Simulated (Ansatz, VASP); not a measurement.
## Two plane-wave programs on Zn

```xyz
1
Lattice="0.0000 2.0722 2.0722 2.0722 0.0000 2.0722 2.0722 2.0722 0.0000" Properties=species:S:1:pos:R:3 pbc="T T T"
Zn    0.0000    0.0000    0.0000
```

Alike in both runs: task single point; functional RPBE; k mesh 15 × 15 × 15; occupations fermi-dirac, width 0.1 eV; no spin polarisation.

|  | VASP | Ansatz |
| --- | --- | --- |
| version | VASP 6.6.1 | Ansatz 0.2.0 |
| potentials or method | VASP PAW PBE potentials, release 64 (Zn), cutoff 520 eV | plane waves (420 eV) with PAW, scalar-relativistic |
| valence electrons in the cell | 12 | 12 |

Ansatz gave:

| Quantity | Value |
| --- | --- |
| pressure (GPa) | -4.9 |

Question: Estimate VASP's values.

Answer: Pressure (GPa): -4.8.

VASP's potentials were made for PBE, not for RPBE.
